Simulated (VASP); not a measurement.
Crystal: HfO2.

```
Hf O
1.0
     0.00000    2.55750    2.55750
     2.55750    0.00000    2.55750
     2.55750    2.55750    0.00000
Hf O
1 2
Direct
  0.00000 0.00000 0.00000
  0.25000 0.25000 0.25000
  0.75000 0.75000 0.75000
```

Base run:

| Quantity | Value |
| --- | --- |
| Program | VASP 6.6.1 |
| Functional | PBE |
| Potentials or basis | VASP PAW PBE potentials, release 64 (Hf_pv, O) |
| Cutoff | 520 eV |
| k mesh | 8 × 8 × 8 |
| Occupations | gaussian, width 0.05 eV |
| Spin | no spin polarisation |

Its results: band gap on the k mesh 3.73 eV; pressure -6.0 GPa.

The run is repeated on the same cell with these changes: functional from PBE to PBE0; k mesh from 8 × 8 × 8 to 4 × 4 × 4. What comes out?

Band gap on the k mesh 6.04 eV; pressure -13.4 GPa.

Several settings changed at once.

Caveats: some runs use coarse meshes; spin-orbit coupling is left out, which moves the levels of the heavy elements; the cell stands under tension (at least some runs); the PAW data sets were made with another functional, which shifts forces and pressure a little (at least some runs).

A k mesh can miss the band edges.
